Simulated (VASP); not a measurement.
# C (I4_1/amd) in VASP: a series of runs

Runs on C. Level: r2SCAN. Tasks: single point.

All numbers are computed with VASP 6.6.1; they aren't measurements. Logs are shortened: lines on timing, memory, paths and dates and some standing lists are left out, and cuts for length are marked.

## 1. The cell of the first run

Symmetry: I4_1/amd, No. 141, tetragonal system. Conventional cell: a = 2.831 Å, b = 2.831 Å, c = 2.831 Å, α = 90.00°, β = 90.00°, γ = 90.00°. C (site symmetry -4m2) has 4 C at 1.58 Å within 2.1 Å.

## 2. Single point, r2SCAN

The input, POSCAR:

```
C
1.0
    0.0000000000      2.0018995919      1.4153430115
    2.0018995919      0.0000000000      1.4153430115
    2.0018995919      2.0018995919      0.0000000000
C
2
Direct
    0.5000000000      0.5000000000      0.5000000000
    0.7500000000      0.7500000000      0.7500000000
```

The input, INCAR.step1:

```
SYSTEM = C
  ALGO = Normal
  EDIFF = 1E-4
  ENCUT = 520
  GGA = PE
  ISMEAR = 0
  LASPH = .TRUE.
  LCHARG = .FALSE.
  LREAL = .FALSE.
  LWAVE = .TRUE.
  NBANDS = 11
  NELM = 60
  PREC = Accurate
  SIGMA = 0.05
```

The input, INCAR.step2:

```
SYSTEM = C
  ALGO = Normal
  EDIFF = 1E-7
  ENCUT = 520
  ISIF = 2
  ISMEAR = 0
  ISTART = 1
  LASPH = .TRUE.
  LCHARG = .TRUE.
  LELF = .TRUE.
  LMIXTAU = .TRUE.
  LREAL = .FALSE.
  LVHAR = .TRUE.
  LWAVE = .FALSE.
  METAGGA = R2SCAN
  NBANDS = 11
  NELM = 60
  PREC = Accurate
  SIGMA = 0.05
```

The input, KPOINTS:

```
k-points
0
G
  12 12 12
  0 0 0
```

Potentials or basis: VASP PAW PBE potentials, release 64 (C).

The run is started by

```bash
$ cat potpaw_PBE.64/C/POTCAR > POTCAR
$ cp INCAR.step1 INCAR
$ mpirun -np 1 vasp_std > vasp.out
$ cp INCAR.step2 INCAR
$ mpirun -np 1 vasp_std > vasp.out
```

OUTCAR:

```text
SYSTEM = C
   EDIFF = 1E-7
   ENCUT = 520
   ISIF = 2
   ISMEAR = 0
   ISTART = 1
   LASPH = .TRUE.
   LREAL = .FALSE.
   METAGGA = R2SCAN
   NELM = 60
   PREC = Accurate

 ion  position               nearest neighbor table
   1  0.500  0.500  0.500-   2 1.58   2 1.58   2 1.58   2 1.58
   2  0.750  0.750  0.750-   1 1.58   1 1.58   1 1.58   1 1.58

  LATTYP: Found a body centered tetragonal cell.
 ALAT       =     2.8311135534
 C/A-ratio  =     0.9998489886

  Lattice vectors:

 A1 = (   0.0000000000,  -2.0018995919,  -1.4153430115)
 A2 = (   0.0000000000,   2.0018995919,  -1.4153430115)
 A3 = (   2.0018995919,   0.0000000000,   1.4153430115)

Analysis of symmetry for initial positions (statically):
=====================================================================
 Subroutine PRICEL returns:
 Original cell was already a primitive cell.

 Routine SETGRP: Setting up the symmetry group for a
 body centered tetragonal supercell.

 Subroutine GETGRP returns: Found 16 space group operations
 (whereof  8 operations were pure point group operations)
 out of a pool of 16 trial point group operations.

The static configuration has the point symmetry D_2d.
 The point group associated with its full space group is D_4h.

Analysis of symmetry for dynamics (positions and initial velocities):
=====================================================================
 Subroutine PRICEL returns:
 Original cell was already a primitive cell.

 Routine SETGRP: Setting up the symmetry group for a
 body centered tetragonal supercell.

 Subroutine GETGRP returns: Found 16 space group operations
 (whereof  8 operations were pure point group operations)
 out of a pool of 16 trial point group operations.

The dynamic configuration has the point symmetry D_2d.
 The point group associated with its full space group is D_4h.

 Subroutine INISYM returns: Found 16 space group operations
 (whereof  8 operations are pure point group operations),
 and found     1 'primitive' translations

----------------------------------------------------------------------------------------

                                     Primitive cell

  volume of cell :      11.3443

  direct lattice vectors                    reciprocal lattice vectors
     0.000000000  2.001899592  1.415343012    -0.249762776  0.249762776  0.353271254
     2.001899592  0.000000000  1.415343012     0.249762776 -0.249762776  0.353271254
     2.001899592  2.001899592  0.000000000     0.249762776  0.249762776 -0.353271254

  length of vectors
[... 85 lines left out ...]
   NSW    =      0    number of steps for IOM
   IBRION =     -1    ionic relax: 0-MD 1-quasi-New 2-CG
   NFREE  =      0    steps in history (QN), initial steepest desc. (CG)
   ISIF   =      2    stress and relaxation
   ISYM   =      2    0-nonsym 1-usesym 2-fastsym
   POTIM  = 0.5000    time-step for ionic-motion
   TEBEG  =    0.0;   TEEND  =   0.0 temperature during run
   PSTRESS=    0.0 pullay stress
   NELECT =       8.0000    total number of electrons
   NUPDOWN=      -1.0000    fix difference up-down
   EMIN   =  10.00;   EMAX   =-10.00  energy-range for DOS
   EFERMI =   0.00;   METHOD = LEGACY
   ISMEAR =     0;   SIGMA  =   0.05  broadening in eV -4-tet -1-fermi 0-gaus
   EFERMI_NEDOS =   21; number of points for ismear=-14 and -15
   IALGO  =     38    algorithm
   IMIX   =      4    mixing-type and parameters
     AMIX     =   0.40;   BMIX     =  1.00
     AMIX_MAG =   1.60;   BMIX_MAG =  1.00
  volume/ion in A,a.u.               =       5.67        38.28
  Fermi-wavevector in a.u.,A,eV,Ry     =   1.457178  2.753668 28.890189  2.123369
  Thomas-Fermi vector in A             =   2.574010
   LORBIT       =      0    0 simple, 1 ext, 2 COOP (PROOUT), +10 PAW based schemes
   METAGGA = R2SCAN    functional components
   LHFCALC =     F    Hartree Fock is set to
   AEXX    =    0.0000 exact exchange contribution
   IVDW    =     0    specifies the selected vdW correction
   LEPSILON=     F    determine dielectric tensor
   LRPA    =     F    only Hartree local field effects (RPA)
 non-spin polarized calculation
 Gauss-broadening in eV      SIGMA  =   0.05
  energy-cutoff  :      520.00
  volume of cell :       11.34
 maximum number of plane-waves:       321
   NGX =  9   NGY =  9   NGZ = 11

 number of electron       8.0000000 magnetization

 Free energy of the ion-electron system (eV)
  ---------------------------------------------------
  ext. energy  EPLUGINS =         0.00000000
  ---------------------------------------------------
  free energy    TOTEN  =       -17.61160621 eV

  energy without entropy =      -17.61142825  energy(sigma->0) =      -17.61151723

 E-fermi :  10.5668     XC(G=0): -14.3965

 val. band max:       10.3731967828   @ k =   0.5000   0.3333   0.0000
 cond. band min:      10.5881721009   @ k =   0.1667   0.0833   0.0000
 fundamental gap:      0.2149753181
 Fermi energy:        10.5668453235

 k-point     1 :       0.0000    0.0000    0.0000
  band No.  band energies     occupation
      1     -12.7962      2.00000
      2       8.4600      2.00000
      3       8.4600      2.00000
      4      12.5442      0.00000
      5      14.0239      0.00000
      6      18.3741      0.00000
      7      18.3741      0.00000
      8      22.0254      0.00000
      9      29.1823      0.00000
     10      31.7950      0.00000
     11      34.5498      0.00000
[... 309 lines left out ...]
 k-point    24 :      -0.4167    0.1667    0.0000
  band No.  band energies     occupation
      1      -6.8099      2.00000
      2      -1.5471      2.00000
      3       3.4303      2.00000
      4       6.9128      2.00000
      5      13.4432      0.00000
      6      20.1688      0.00000
      7      21.1223      0.00000
      8      24.6356      0.00000
      9      31.9053      0.00000
     10      34.1651      0.00000
     11      36.1922      0.00000

 [... further k-points ...]
[... 5 lines left out ...]
  --------------------------------------------------------------------------------------
  -------------------------------------------------------------------------------------
  Total       -4.5876787     -4.5876787      9.2974396      0.0000000      0.0000000      0.0000000
  in kB     -647.9288134   -647.9288134   1313.0995899      0.0000000      0.0000000      0.0000000
  external PRESSURE =       5.7473210 kB  Pullay stress =       0.0000000 kB

 VOLUME and BASIS-vectors are now :
 -----------------------------------------------------------------------------
  energy-cutoff  :      520.00
  volume of cell :       11.34
      direct lattice vectors                 reciprocal lattice vectors
     0.000000000  2.001899592  1.415343012    -0.249762776  0.249762776  0.353271254
     2.001899592  0.000000000  1.415343012     0.249762776 -0.249762776  0.353271254
     2.001899592  2.001899592  0.000000000     0.249762776  0.249762776 -0.353271254

 POSITION                                       TOTAL-FORCE (eV/Angst)
 -----------------------------------------------------------------------------------
      2.00190      2.00190      1.41534        -0.000000     -0.000000     -0.000000
      3.00285      3.00285      2.12301         0.000000      0.000000      0.000000
 -----------------------------------------------------------------------------------
    total drift:                                0.000000     -0.000000      0.000000

  FREE ENERGIE OF THE ION-ELECTRON SYSTEM (eV)
  ---------------------------------------------------
  free  energy   TOTEN  =       -17.6116062117 eV

  energy  without entropy=      -17.6114282521  energy(sigma->0) =      -17.61151723
```

OSZICAR.step1:

```text
N       E                     dE             d eps       ncg     rms          rms(c)
DAV:   1     0.298308865316E+01    0.29831E+01   -0.47315E+03  3754   0.698E+02
DAV:   2    -0.163257557352E+02   -0.19309E+02   -0.18445E+02  4727   0.126E+02
DAV:   3    -0.167037318243E+02   -0.37798E+00   -0.37678E+00  4232   0.135E+01
DAV:   4    -0.167043125919E+02   -0.58077E-03   -0.58075E-03  3760   0.654E-01
DAV:   5    -0.167043131843E+02   -0.59237E-06   -0.59321E-06  4131   0.199E-02    0.495E+00
DAV:   6    -0.163686976989E+02    0.33562E+00   -0.16880E-01  3688   0.293E+00    0.292E+00
DAV:   7    -0.162565203335E+02    0.11218E+00   -0.19770E-01  3802   0.323E+00    0.644E-01
DAV:   8    -0.162573568796E+02   -0.83655E-03   -0.51593E-03  3847   0.573E-01    0.535E-02
DAV:   9    -0.162573365327E+02    0.20347E-04   -0.79920E-05  2592   0.663E-02
   1 F= -.16257337E+02 E0= -.16257250E+02  d E =-.172623E-03
```

It took 2 min on 1 thread of Intel Xeon Platinum 8375C at 2.90GHz (Ice Lake), shared host; peak memory 0.13 GiB.

What came out:

- Free energy: -17.6116 eV
- Pressure: 0.6 GPa
- Band gap on the k mesh: zero (band 4 reaches 12.54 eV, above the bottom of band 5 at 8.88 eV)

Levels at points of the mesh, in eV from the Fermi level:
| k point | band 1 | band 2 | band 3 | band 4 | band 5 | band 6 | band 7 | band 8 |
| --- | --- | --- | --- | --- | --- | --- | --- | --- |
| (0.00, 0.00, 0.00) | -23.36 | -2.11 | -2.11 | 1.98 | 3.46 | 7.81 | 7.81 | 11.46 |
| (0.50, 0.00, 0.00) | -16.87 | -14.36 | -5.87 | -1.87 | 2.95 | 6.52 | 11.49 | 16.29 |
| (0.50, 0.50, 0.00) | -10.40 | -10.40 | -10.14 | -10.14 | -0.28 | -0.28 | 17.42 | 17.42 |
| (0.50, 0.00, 0.50) | -15.83 | -15.83 | -4.55 | -4.55 | 8.23 | 8.23 | 12.43 | 12.43 |

Caveat: the PAW data sets were made with another functional, which shifts forces and pressure a little.

## 3. Single point, r2SCAN

This run uses another cell than the first one, of the same volume but with other edges.

The input, POSCAR:

```
C
1.0
    0.0000000000      1.5889087591      2.2467169853
    1.5889087591      0.0000000000      2.2467169853
    1.5889087591      1.5889087591      0.0000000000
C
2
Direct
    0.5000000000      0.5000000000      0.5000000000
    0.7500000000      0.7500000000      0.7500000000
```

The input, INCAR.step1:

```
  ALGO = Normal
  EDIFF = 1E-4
  ENCUT = 520
  GGA = PE
  ISMEAR = 0
  LASPH = T
  LCHARG = F
  LREAL = F
  LWAVE = T
  NBANDS = 11
  NELM = 80
  PREC = Accurate
  SIGMA = 0.05
```

The input, INCAR.step2:

```
  ALGO = Normal
  EDIFF = 1E-7
  ENCUT = 520
  ISIF = 2
  ISMEAR = 0
  ISTART = 1
  LASPH = T
  LCHARG = F
  LMIXTAU = T
  LREAL = F
  LWAVE = F
  METAGGA = R2SCAN
  NBANDS = 11
  NELM = 80
  PREC = Accurate
  SIGMA = 0.05
```

The input, KPOINTS:

```
k-points
0
Gamma
  12 12 12
```

Potentials or basis: VASP PAW PBE potentials, release 64 (C).

The run is started by

```bash
$ cat potpaw_PBE.64/C/POTCAR > POTCAR
$ cp INCAR.step1 INCAR
$ mpirun -np 1 vasp_std > vasp.out
$ cp INCAR.step2 INCAR
$ mpirun -np 1 vasp_std > vasp.out
```

OUTCAR:

```text
EDIFF = 1E-7
   ENCUT = 520
   ISIF = 2
   ISMEAR = 0
   ISTART = 1
   LASPH = T
   LREAL = F
   METAGGA = R2SCAN
   NELM = 80
   PREC = Accurate

 ion  position               nearest neighbor table
   1  0.500  0.500  0.500-   2 1.59   2 1.59   2 1.59   2 1.59
   2  0.750  0.750  0.750-   1 1.59   1 1.59   1 1.59   1 1.59

  LATTYP: Found a body centered tetragonal cell.
 ALAT       =     2.2470563165
 C/A-ratio  =     1.9996979771

  Lattice vectors:

 A1 = (  -1.5889087591,   0.0000000000,   2.2467169853)
[... 516 lines left out ...]
      7      23.4153      0.00000
      8      24.7570      0.00000
      9      32.4442      0.00000
     10      34.4016      0.00000
     11      37.4167      0.00000

 [... further k-points ...]
[... 5 lines left out ...]
  --------------------------------------------------------------------------------------
  -------------------------------------------------------------------------------------
  Total       10.4076933     10.4076933    -19.2445148      0.0000000      0.0000000      0.0000000
  in kB     1469.9033650   1469.9033650  -2717.9487625      0.0000000      0.0000000      0.0000000
  external PRESSURE =      73.9526559 kB  Pullay stress =       0.0000000 kB

 VOLUME and BASIS-vectors are now :
 -----------------------------------------------------------------------------
  energy-cutoff  :      520.00
  volume of cell :       11.34
      direct lattice vectors                 reciprocal lattice vectors
     0.000000000  1.588908759  2.246716985    -0.314681379  0.314681379  0.222546944
     1.588908759  0.000000000  2.246716985     0.314681379 -0.314681379  0.222546944
     1.588908759  1.588908759  0.000000000     0.314681379  0.314681379 -0.222546944

 POSITION                                       TOTAL-FORCE (eV/Angst)
 -----------------------------------------------------------------------------------
      1.58891      1.58891      2.24672        -0.000000     -0.000000      0.000000
      2.38336      2.38336      3.37008         0.000000      0.000000     -0.000000
 -----------------------------------------------------------------------------------
    total drift:                                0.000000     -0.000000      0.000000

  FREE ENERGIE OF THE ION-ELECTRON SYSTEM (eV)
  ---------------------------------------------------
  free  energy   TOTEN  =       -16.3081816086 eV

  energy  without entropy=      -16.3077500984  energy(sigma->0) =      -16.30796585
```

OUTCAR.step1:

```text
EDIFF = 1E-4
   ENCUT = 520
   GGA = PE
   ISMEAR = 0
   LASPH = T
[... 559 lines left out ...]
 -----------------------------------------------------------------------------------
      1.58891      1.58891      2.24672         0.000000      0.000000     -0.000000
      2.38336      2.38336      3.37008         0.000000      0.000000      0.000000
 -----------------------------------------------------------------------------------
    total drift:                                0.000000     -0.000000      0.000000

  FREE ENERGIE OF THE ION-ELECTRON SYSTEM (eV)
  ---------------------------------------------------
  free  energy   TOTEN  =       -15.0325467137 eV

  energy  without entropy=      -15.0320321501  energy(sigma->0) =      -15.03228943
```

Run time: 1.8 min. Hardware: 1 thread of Intel Xeon Platinum 8375C at 2.90GHz (Ice Lake), shared host; peak memory 0.13 GiB.

Results:

- Free energy: -16.3082 eV
- Pressure: 7.4 GPa
- Band gap on the k mesh: zero (band 4 reaches 12.52 eV, above the bottom of band 5 at 11.72 eV)

Stress tensor (GPa, compression positive):
```
 146.99    0.00    0.00
   0.00  146.99    0.00
   0.00    0.00 -271.79
```

Levels at points of the mesh, in eV from the Fermi level:
```
           k point  band 1  band 2  band 3  band 4  band 5  band 6  band 7  band 8  band 9
(0.00, 0.00, 0.00)  -24.98   -7.10    0.30    0.30    3.20    3.20    5.58    7.61   18.22
(0.50, 0.00, 0.00)  -18.55  -16.00   -8.48   -1.01   -0.47    7.85   12.73   12.85   19.48
(0.50, 0.50, 0.00)  -18.98  -18.98   -4.61   -4.61    8.82    8.82   13.04   13.04   17.33
(0.50, 0.00, 0.50)  -13.60  -13.60   -9.68   -9.68    0.69    0.69   11.17   11.17   17.89
```

Caveat: the PAW data sets were made with another functional, which shifts forces and pressure a little.

(Part 1 of 2 ends here.)
